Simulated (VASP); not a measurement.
La2TaO2, 5 atoms in the cell. Symmetry: P4/mmm, No. 123, tetragonal system. Conventional cell: a = 4.504 Å, b = 4.504 Å, c = 7.034 Å, α = 90.00°, β = 90.00°, γ = 90.00°. Within 3.0 Å of La (site symmetry 4/mmm) lie 4 O at 2.25 Å. La (site symmetry 4/mmm) has 6 La at 3.52 to 4.50 Å and 8 O at 4.18 Å and 8 Ta at 4.74 Å within 4.8 Å. Within 3.0 Å of Ta (site symmetry 4/mmm) lie 4 O at 2.25 Å. Within 3.0 Å of O (site symmetry mmm) lie 2 La at 2.25 Å and 2 Ta at 2.25 Å. The cell was generated, and may not be a known phase.

```yaml
Program: VASP 6.6.1
Task: single point
Functional: PBE
Potentials_or_basis: VASP PAW PBE potentials, release 64 (La, Ta_pv, O)
Cutoff: 520 eV
k_mesh: 4 × 4 × 4
Occupations: gaussian, width 0.1 eV
Spin: no spin polarisation
Dipole_correction: no
Further_INCAR_settings: ALGO = Normal; EDIFF = 1e-07; NBANDS = 30
```

Potentials or basis: VASP PAW PBE potentials, release 64 (La, Ta_pv, O).

Command:

```bash
$ cat potpaw_PBE.64/La/POTCAR potpaw_PBE.64/Ta_pv/POTCAR potpaw_PBE.64/O/POTCAR > POTCAR
$ mpirun -np 1 vasp_std > vasp.out
```

Hardware: 1 thread of Intel(R) Xeon(R) Platinum 8559C (Emerald Rapids), on a shared host.

Question: How long does it take, and how much memory?

Answer: It took 83 s on 1 thread of Intel(R) Xeon(R) Platinum 8559C (Emerald Rapids), with other jobs on the host, peak memory 0.3 GiB. Counts: scf iterations 20, k points 18.
